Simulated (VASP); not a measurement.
SnO2, 6 atoms in the cell. The typed cell holds 6 atoms: a = 4.729 Å, b = 4.729 Å, c = 3.375 Å, α = 90.00°, β = 90.00°, γ = 90.00°.  This cell differs from its parent crystal: atoms shifted along a free coordinate, c/a of the conventional cell at fixed volume 0.7136.

- Program: VASP 6.6.1
- Task: single point
- Functional: PBE
- Potentials or basis: VASP PAW PBE potentials, release 64 (Sn_d, O)
- Cutoff: 520 eV
- k mesh: 6 × 6 × 8
- Occupations: gaussian, width 0.05 eV
- Spin: no spin polarisation
- Dipole correction: no
- Further INCAR settings: ALGO = Normal; EDIFF = 1e-06; NBANDS = 35

Potentials or basis: VASP PAW PBE potentials, release 64 (Sn_d, O).

The run is started by

```sh
$ cat potpaw_PBE.64/Sn_d/POTCAR potpaw_PBE.64/O/POTCAR > POTCAR
$ mpirun -np 1 vasp_std > vasp.out
```

Hardware: 1 thread of Intel(R) Xeon(R) 6975P-C (Granite Rapids), with other jobs on the host.

Q: How long does it take, and how much memory?

A: It took 81 s on 1 thread of Intel(R) Xeon(R) 6975P-C (Granite Rapids), on a shared host, peak memory 0.29 GiB. Counts: scf iterations 14, k points 80.
